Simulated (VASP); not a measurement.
# WC (Qusongite) (P-6m2) in VASP: settings compared

WC (Qusongite) is run at these levels: r2SCAN, PBE; tasks: single point.

All numbers are computed with VASP 6.6.1; they aren't measurements. Logs are shortened: lines on timing, memory, paths and dates and some standing lists are left out, and cuts for length are marked.

### 1 The cell of the first run

The structure is hexagonal, space group P-6m2 (No. 187). Conventional cell: a = 2.907 Å, b = 2.907 Å, c = 2.837 Å, α = 90.00°, β = 90.00°, γ = 120.00°. W (site symmetry -6m2) has 6 C at 2.20 Å and 2 W at 2.84 Å within 2.9 Å. Within 2.9 Å of C (site symmetry -6m2) lie 6 W at 2.20 Å and 2 C at 2.84 Å.

### 2 Single point, r2SCAN

Input file POSCAR:

```
WC
1.0
    2.9065000000      0.0000000000      0.0000000000
   -1.4532500000      2.5171028361      0.0000000000
    0.0000000000      0.0000000000      2.8366000000
W C
1 1
Direct
    0.0000000000      0.0000000000      0.0000000000
    0.6666666667      0.3333333333      0.5000000000
```

Input file INCAR.step1:

```
SYSTEM = WC
ALGO = Normal ; EDIFF = 1E-5
ENCUT = 910 ; GGA = PE
GGA_COMPAT = .False. ; ISMEAR = -1
LASPH = .True. ; LCHARG = .False.
LREAL = .False. ; LWAVE = .True.
NBANDS = 16 ; NELM = 120
PREC = Accurate ; SIGMA = 0.05
```

Input file INCAR.step2:

```
SYSTEM = WC
ALGO = Normal ; EDIFF = 1E-6
ENCUT = 910 ; GGA_COMPAT = .False.
ISIF = 2 ; ISMEAR = -1
ISTART = 1 ; LASPH = .True.
LCHARG = .False. ; LMIXTAU = .True.
LREAL = .False. ; LWAVE = .False.
METAGGA = R2SCAN ; NBANDS = 16
NELM = 120 ; PREC = Accurate
SIGMA = 0.05
```

Input file KPOINTS:

```
k-points
0
Gamma
  6 6 5
  0 0 0
```

Potentials or basis: VASP PAW PBE potentials, release 64 (W_sv, C_h).

Launch:

```sh
$ cat potpaw_PBE.64/W_sv/POTCAR potpaw_PBE.64/C_h/POTCAR > POTCAR
$ cp INCAR.step1 INCAR
$ mpirun -np 1 vasp_std > vasp.out
$ cp INCAR.step2 INCAR
$ mpirun -np 1 vasp_std > vasp.out
```

OUTCAR:

```text
SYSTEM = WC
   EDIFF = 1E-6
   ENCUT = 910
   ISIF = 2
   ISMEAR = -1
   ISTART = 1
   LASPH = .True.
   LREAL = .False.
   METAGGA = R2SCAN
   NELM = 120
   PREC = Accurate

 ion  position               nearest neighbor table
   1  0.000  0.000  0.000-   2 2.20   2 2.20   2 2.20   2 2.20   2 2.20   2 2.20
   2  0.667  0.333  0.500-   1 2.20   1 2.20   1 2.20   1 2.20   1 2.20   1 2.20

  LATTYP: Found a hexagonal cell.
 ALAT       =     2.9065000000
 C/A-ratio  =     0.9759504559

  Lattice vectors:

 A1 = (   2.9065000000,   0.0000000000,   0.0000000000)
 A2 = (  -1.4532500000,   2.5171028361,   0.0000000000)
 A3 = (   0.0000000000,   0.0000000000,   2.8366000000)

Analysis of symmetry for initial positions (statically):
=====================================================================
 Subroutine PRICEL returns:
 Original cell was already a primitive cell.

 Routine SETGRP: Setting up the symmetry group for a
 hexagonal supercell.

 Subroutine GETGRP returns: Found 12 space group operations
 (whereof 12 operations were pure point group operations)
 out of a pool of 24 trial point group operations.

The static configuration has the point symmetry D_3h.

Analysis of symmetry for dynamics (positions and initial velocities):
=====================================================================
 Subroutine PRICEL returns:
 Original cell was already a primitive cell.

 Routine SETGRP: Setting up the symmetry group for a
 hexagonal supercell.

 Subroutine GETGRP returns: Found 12 space group operations
 (whereof 12 operations were pure point group operations)
 out of a pool of 24 trial point group operations.

The dynamic configuration has the point symmetry D_3h.

 Subroutine INISYM returns: Found 12 space group operations
 (whereof 12 operations are pure point group operations),
 and found     1 'primitive' translations

----------------------------------------------------------------------------------------

                                     Primitive cell

  volume of cell :      20.7525

  direct lattice vectors                    reciprocal lattice vectors
     2.906500000  0.000000000  0.000000000     0.344056425  0.198641070  0.000000000
    -1.453250000  2.517102836  0.000000000     0.000000000  0.397282139  0.000000000
     0.000000000  0.000000000  2.836600000     0.000000000  0.000000000  0.352534725

  length of vectors
     2.906500000  2.906500000  2.836600000     0.397282139  0.397282139  0.352534725

  position of ions in fractional coordinates (direct lattice)
     0.000000000  0.000000000  0.000000000
     0.666666667  0.333333333  0.500000000

  ion indices of the primitive-cell ions
   primitive index   ion index
                 1           1
                 2           2

----------------------------------------------------------------------------------------

 KPOINTS: k-points

Automatic generation of k-mesh.
 Grid dimensions read from file:
 generate k-points for:    6    6    5

 Generating k-lattice:

  Cartesian coordinates                     Fractional coordinates (reciprocal lattice)
     0.057342738  0.033106845  0.000000000     0.166666667  0.000000000  0.000000000
     0.000000000  0.066213690  0.000000000     0.000000000  0.166666667  0.000000000
     0.000000000  0.000000000  0.070506945     0.000000000  0.000000000  0.200000000

  Length of vectors
     0.066213690  0.066213690  0.070506945

  Shift w.r.t. Gamma in fractional coordinates (k-lattice)
     0.000000000  0.000000000  0.000000000

 Subroutine IBZKPT returns following result:
 ===========================================

 Found     21 irreducible k-points:

 Following reciprocal coordinates:
            Coordinates               Weight
  0.000000  0.000000  0.000000      1.000000
  0.166667  0.000000  0.000000      6.000000
  0.333333  0.000000  0.000000      6.000000
  0.500000  0.000000  0.000000      3.000000
  0.166667  0.166667  0.000000      6.000000
  0.333333  0.166667  0.000000     12.000000
[... 13 lines left out ...]
  0.333333  0.166667  0.400000     24.000000
  0.333333  0.333333  0.400000      4.000000
   k-points           NKPTS =     21   k-points in BZ     NKDIM =     21   number of bands    NBANDS=     16
   number of dos      NEDOS =    301   number of ions     NIONS =      2
   total plane-waves  NPLWV =  25200
   dimension x,y,z NGX =    30 NGY =   30 NGZ =   28
   dimension x,y,z NGXF=    60 NGYF=   60 NGZF=   56
   ions per type =               1   1
   NGX,Y,Z   is equivalent  to a cutoff of  17.16, 17.16, 16.41 a.u.
   NGXF,Y,Z  is equivalent  to a cutoff of  34.32, 34.32, 32.82 a.u.
 SYSTEM =  WC
   PREC   = accura    normal or accurate (medium, high low for compatibility)
   ISTART =      1    job   : 0-new  1-cont  2-samecut
   ICHARG =      0    charge: 1-file 2-atom 10-const
   ISPIN  =      1    spin polarized calculation?
   LNONCOLLINEAR =      F non collinear calculations
   LSORBIT =      F    spin-orbit coupling
   LASPH  =      T    aspherical Exc in radial PAW
   ENCUT  =  910.0 eV  66.88 Ry    8.18 a.u.   7.15  7.15  6.98*2*pi/ulx,y,z
   NELM   =    120;   NELMIN=  2; NELMDL=  0     # of ELM steps
   EDIFF  = 0.1E-05   stopping-criterion for ELM
   LREAL  =      F    real-space projection
   EDIFFG = 0.1E-04   stopping-criterion for IOM
   NSW    =      0    number of steps for IOM
   IBRION =     -1    ionic relax: 0-MD 1-quasi-New 2-CG
   NFREE  =      0    steps in history (QN), initial steepest desc. (CG)
   ISIF   =      2    stress and relaxation
   ISYM   =      2    0-nonsym 1-usesym 2-fastsym
   POTIM  = 0.5000    time-step for ionic-motion
   TEBEG  =    0.0;   TEEND  =   0.0 temperature during run
   PSTRESS=    0.0 pullay stress
   NELECT =      18.0000    total number of electrons
   NUPDOWN=      -1.0000    fix difference up-down
   EMIN   =  10.00;   EMAX   =-10.00  energy-range for DOS
[... 5 lines left out ...]
     AMIX     =   0.40;   BMIX     =  1.00
     AMIX_MAG =   1.60;   BMIX_MAG =  1.00
  volume/ion in A,a.u.               =      10.38        70.02
  Fermi-wavevector in a.u.,A,eV,Ry     =   1.561262  2.950358 33.164744  2.437540
  Thomas-Fermi vector in A             =   2.664353
   LORBIT       =      0    0 simple, 1 ext, 2 COOP (PROOUT), +10 PAW based schemes
   METAGGA = R2SCAN    functional components
   LHFCALC =     F    Hartree Fock is set to
   AEXX    =    0.0000 exact exchange contribution
   IVDW    =     0    specifies the selected vdW correction
   LEPSILON=     F    determine dielectric tensor
   LRPA    =     F    only Hartree local field effects (RPA)
 non-spin polarized calculation
  energy-cutoff  :      910.00
  volume of cell :       20.75
 maximum number of plane-waves:      1311
 NGX is ok and might be reduce to    30
   NGX = 15   NGY = 15   NGZ = 13

 number of electron      18.0000001 magnetization

 Free energy of the ion-electron system (eV)
  ---------------------------------------------------
  ext. energy  EPLUGINS =         0.00000000
  ---------------------------------------------------
  free energy    TOTEN  =       -61.61836726 eV

  energy without entropy =      -61.61494020  energy(sigma->0) =      -61.61665373

 E-fermi :  11.5635     XC(G=0): -14.9760

 val. band max:       11.3977469779   @ k =   0.0000   0.0000   0.0000
 cond. band min:      11.6416151437   @ k =   0.1667   0.0000   0.4000
 fundamental gap:      0.2438681658
 Fermi energy:        11.5634539626

 k-point     1 :       0.0000    0.0000    0.0000
  band No.  band energies     occupation
      1     -64.6684      2.00000
      2     -27.9837      2.00000
      3     -27.8601      2.00000
      4     -27.8601      2.00000
      5      -3.9447      2.00000
      6       6.7902      2.00000
[... 8 lines left out ...]
     15      26.5522      0.00000
     16      28.8778      0.00000

 k-point     2 :       0.1667    0.0000    0.0000
  band No.  band energies     occupation
      1     -64.6521      2.00000
      2     -28.0855      2.00000
      3     -27.9544      2.00000
      4     -27.9112      2.00000
      5      -3.2284      2.00000
      6       6.4203      2.00000
[... 8 lines left out ...]
     15      25.8467      0.00000
     16      30.3955      0.00000

 k-point     3 :       0.3333    0.0000    0.0000
  band No.  band energies     occupation
      1     -64.6194      2.00000
      2     -28.5163      2.00000
      3     -28.0119      2.00000
      4     -27.8951      2.00000
      5      -1.5814      2.00000
      6       4.7431      2.00000
[... 8 lines left out ...]
     15      27.1876      0.00000
     16      28.8692      0.00000

 k-point     4 :       0.5000    0.0000    0.0000
  band No.  band energies     occupation
      1     -64.6029      2.00000
      2     -28.7226      2.00000
      3     -28.0615      2.00000
      4     -27.8653      2.00000
      5      -0.5312      2.00000
      6       3.9592      2.00000
[... 8 lines left out ...]
     15      24.9884      0.00000
     16      30.5684      0.00000
[... 267 lines left out ...]
 k-point    19 :       0.1667    0.1667    0.4000
  band No.  band energies     occupation
      1     -64.5872      2.00000
      2     -28.5870      2.00000
      3     -28.2763      2.00000
      4     -27.9562      2.00000
      5      -0.5204      2.00000
      6       4.6536      2.00000
[... 8 lines left out ...]
     15      26.8545      0.00000
     16      27.8396      0.00000

 k-point    20 :       0.3333    0.1667    0.4000
  band No.  band energies     occupation
      1     -64.5631      2.00000
      2     -28.5211      2.00000
      3     -28.5079      2.00000
      4     -28.0950      2.00000
      5      -0.5011      2.00000
      6       4.7171      2.00000
[... 8 lines left out ...]
     15      25.2244      0.00000
     16      26.3621      0.00000

 k-point    21 :       0.3333    0.3333    0.4000
  band No.  band energies     occupation
      1     -64.5550      2.00000
      2     -28.4961      2.00000
      3     -28.3926      2.00000
      4     -28.3423      2.00000
      5      -0.3392      2.00000
      6       4.0672      2.00000
[... 8 lines left out ...]
     15      24.2020      0.00000
     16      26.3709      0.00000

------------------------ aborting loop because EDIFF is reached ----------------------------------------

  FORCE on cell =-STRESS in cart. coord.  units (eV):
  Direction    XX          YY          ZZ          XY          YZ          ZX
  --------------------------------------------------------------------------------------
  -------------------------------------------------------------------------------------
  Total        0.6372459      0.6372459      0.0895303      0.0000000     -0.0000000      0.0000000
  in kB       49.1980928     49.1980928      6.9121227      0.0000000     -0.0000000      0.0000000
  external PRESSURE =      35.1027695 kB  Pullay stress =       0.0000000 kB

 VOLUME and BASIS-vectors are now :
 -----------------------------------------------------------------------------
  energy-cutoff  :      910.00
  volume of cell :       20.75
      direct lattice vectors                 reciprocal lattice vectors
     2.906500000  0.000000000  0.000000000     0.344056425  0.198641070  0.000000000
    -1.453250000  2.517102836  0.000000000     0.000000000  0.397282139  0.000000000
     0.000000000  0.000000000  2.836600000     0.000000000  0.000000000  0.352534725

 POSITION                                       TOTAL-FORCE (eV/Angst)
 -----------------------------------------------------------------------------------
      0.00000      0.00000      0.00000        -0.000000      0.000000      0.000000
      1.45325      0.83903      1.41830         0.000000     -0.000000      0.000000
 -----------------------------------------------------------------------------------
    total drift:                               -0.000000      0.000000      0.000000

  FREE ENERGIE OF THE ION-ELECTRON SYSTEM (eV)
  ---------------------------------------------------
  free  energy   TOTEN  =       -61.6183672562 eV

  energy  without entropy=      -61.6149402010  energy(sigma->0) =      -61.61665373
```

It used 64 s of CPU time on 1 thread of AMD EPYC 7R13 Processor (Zen 3), with other jobs on the host.

Results:

| Quantity | Value |
| --- | --- |
| Free energy | -61.6184 eV |
| Pressure | 3.5 GPa |
| Band gap on the k mesh | zero (band 9 reaches 12.02 eV, above the bottom of band 10 at 10.89 eV) |

Levels at points of the mesh, in eV from the Fermi level:
| k point | band 7 | band 8 | band 9 | band 10 | band 11 | band 12 |
| --- | --- | --- | --- | --- | --- | --- |
| (0.00, 0.00, 0.00) | -3.75 | -3.75 | -0.17 | 3.14 | 3.14 | 5.69 |
| (0.50, 0.00, 0.00) | -4.03 | -3.97 | -0.77 | 2.22 | 4.48 | 4.84 |

Caveat: the k points lie up to 0.44 Å⁻¹ apart; the cutoff is under 1.25 times the usual one of these potentials, so pressure, stress and relaxed cells hold a basis-set (Pulay) error; the PAW data sets were made with another functional, which shifts forces and pressure a little; spin-orbit coupling is left out, which moves the levels of the heavy elements.

### 3 Single point, PBE

Input file INCAR:

```
ALGO = Normal
EDIFF = 1E-6
ENCUT = 910
GGA = PE
GGA_COMPAT = F
ISIF = 2
ISMEAR = -1
LASPH = T
LCHARG = F
LREAL = F
LWAVE = F
NBANDS = 16
NELM = 120
PREC = Accurate
SIGMA = 0.05
```

Input file KPOINTS:

```
k-points
0
Gamma
  9 9 8
```

POSCAR is that of step 2.

Potentials or basis: VASP PAW PBE potentials, release 64 (W_sv, C_h).

Launch:

```sh
$ cat potpaw_PBE.64/W_sv/POTCAR potpaw_PBE.64/C_h/POTCAR > POTCAR
$ mpirun -np 1 vasp_std > vasp.out
```

OUTCAR:

```text
EDIFF = 1E-6
   ENCUT = 910
   GGA = PE
   ISIF = 2
   ISMEAR = -1
   LASPH = T
   LREAL = F
   NELM = 120
   PREC = Accurate

 ion  position               nearest neighbor table
   1  0.000  0.000  0.000-   2 2.20   2 2.20   2 2.20   2 2.20   2 2.20   2 2.20
   2  0.667  0.333  0.500-   1 2.20   1 2.20   1 2.20   1 2.20   1 2.20   1 2.20

  LATTYP: Found a hexagonal cell.
 ALAT       =     2.9065000000
 C/A-ratio  =     0.9759504559

  Lattice vectors:

[... 192 lines left out ...]
      6       7.0988      2.00000
[... 433 lines left out ...]
      3     -26.9900      2.00000
      4     -26.5523      2.00000
      5       0.9810      2.00000
      6       5.4219      2.00000
[... 8 lines left out ...]
     15      26.4492      0.00000
     16      27.2039      0.00000

 [... further k-points ...]
[... 5 lines left out ...]
  --------------------------------------------------------------------------------------
  -------------------------------------------------------------------------------------
  Total        0.8869316      0.8869316      0.8058847      0.0000000     -0.0000000      0.0000000
  in kB       68.4748842     68.4748842     62.2177240      0.0000000     -0.0000000      0.0000000
  external PRESSURE =      66.3891641 kB  Pullay stress =       0.0000000 kB

 VOLUME and BASIS-vectors are now :
 -----------------------------------------------------------------------------
  energy-cutoff  :      910.00
  volume of cell :       20.75
      direct lattice vectors                 reciprocal lattice vectors
     2.906500000  0.000000000  0.000000000     0.344056425  0.198641070  0.000000000
    -1.453250000  2.517102836  0.000000000     0.000000000  0.397282139  0.000000000
     0.000000000  0.000000000  2.836600000     0.000000000  0.000000000  0.352534725

 POSITION                                       TOTAL-FORCE (eV/Angst)
 -----------------------------------------------------------------------------------
      0.00000      0.00000      0.00000        -0.000000      0.000000      0.000000
      1.45325      0.83903      1.41830         0.000000     -0.000000      0.000000
 -----------------------------------------------------------------------------------
    total drift:                               -0.000000      0.000000      0.000000

  FREE ENERGIE OF THE ION-ELECTRON SYSTEM (eV)
  ---------------------------------------------------
  free  energy   TOTEN  =       -22.4497511362 eV

  energy  without entropy=      -22.4462122125  energy(sigma->0) =      -22.44798167
```

Run time: 23 s. Hardware: 1 thread of Intel Xeon 6975P-C (Granite Rapids), shared host; peak memory 0.2 GiB.

What came out:

* Free energy: -22.4498 eV
* Pressure: 6.6 GPa
* Band gap on the k mesh: zero (band 9 reaches 12.05 eV, above the bottom of band 10 at 10.84 eV)

Caveat: the cutoff is under 1.25 times the usual one of these potentials, so pressure, stress and relaxed cells hold a basis-set (Pulay) error; spin-orbit coupling is left out, which moves the levels of the heavy elements.

### 4 Single point, PBE

This run uses another cell than the first one, of 10.80 Å³/atom, 1.040 times its volume.

Input file INCAR:

```
SYSTEM = WC
ALGO = Normal
EDIFF = 1E-6
ENCUT = 910
GGA = PE
GGA_COMPAT = .FALSE.
ISIF = 2
ISMEAR = -1
LASPH = .TRUE.
LCHARG = .TRUE.
LELF = .TRUE.
LREAL = .FALSE.
LVHAR = .TRUE.
LWAVE = .FALSE.
NBANDS = 16
NELM = 120
PREC = Accurate
SIGMA = 0.05
```

Input file KPOINTS:

```
k-points
0
G
  9 9 8
  0 0 0
```

Input file POSCAR:

```
WC
1.0
    2.9646300000      0.0000000000      0.0000000000
   -1.4823150000      2.5674448928      0.0000000000
    0.0000000000      0.0000000000      2.8366000000
W C
1 1
Direct
    0.0000000000      0.0000000000      0.0000000000
    0.6666666667      0.3333333333      0.5000000000
```

Launch:

```sh
$ cat potpaw_PBE.64/W_sv/POTCAR potpaw_PBE.64/C_h/POTCAR > POTCAR
$ mpirun -np 1 vasp_std > vasp.out
```

It took 26 s on 1 thread of Intel Xeon Platinum 8488C (Sapphire Rapids), shared host; peak memory 0.2 GiB.

Results (log left out):

- Free energy: -22.4373 eV
- Pressure: -7.6 GPa
- Band gap on the k mesh: zero (band 9 reaches 11.63 eV, above the bottom of band 10 at 10.32 eV)

Stress tensor (GPa, compression positive):
```
-11.19   0.00   0.00
  0.00 -11.19   0.00
  0.00   0.00  -0.51
```

Levels at points of the mesh, in eV from the Fermi level:
| k point | band 5 | band 6 | band 7 | band 8 | band 9 | band 10 | band 11 | band 12 | band 13 | band 14 |
| --- | --- | --- | --- | --- | --- | --- | --- | --- | --- | --- |
| (0.00, 0.00, 0.00) | -14.13 | -4.04 | -3.27 | -3.27 | 0.30 | 3.13 | 3.13 | 5.51 | 5.51 | 5.97 |
| (0.00, 0.00, 0.50) | -10.23 | -8.33 | -2.06 | -2.06 | -0.48 | -0.48 | 3.87 | 4.35 | 4.35 | 9.80 |

Caveat: the cutoff is under 1.25 times the usual one of these potentials, so pressure, stress and relaxed cells hold a basis-set (Pulay) error; spin-orbit coupling is left out, which moves the levels of the heavy elements.

### 5 Summary

| level | cell | k mesh | gap on the mesh (eV) | pressure (GPa) |
| --- | --- | --- | --- | --- |
| r2SCAN | a = 2.906, b = 2.907, c = 2.837 Å, angles 90.0, 90.0, 120.0°, 2 atoms | 6 × 6 × 5 | none | 3.5 |
| PBE | a = 2.906, b = 2.907, c = 2.837 Å, angles 90.0, 90.0, 120.0°, 2 atoms | 9 × 9 × 8 | none | 6.6 |
| PBE | a = 2.965, b = 2.965, c = 2.837 Å, angles 90.0, 90.0, 120.0°, 2 atoms | 9 × 9 × 8 | none | -7.6 |

Alike in all rows: task single point; potentials or basis VASP PAW PBE potentials, release 64 (W_sv, C_h); no spin polarisation; cutoff (eV) 910; smearing fermi-dirac 0.05 eV.

Caveats: some runs use coarse meshes; the cutoff is under 1.25 times the usual one of these potentials, so pressure, stress and relaxed cells hold a basis-set (Pulay) error; spin-orbit coupling is left out, which moves the levels of the heavy elements; the PAW data sets were made with another functional, which shifts forces and pressure a little (some runs).

Total energies depend on the potentials used, so only differences within one code and one set of settings carry meaning.
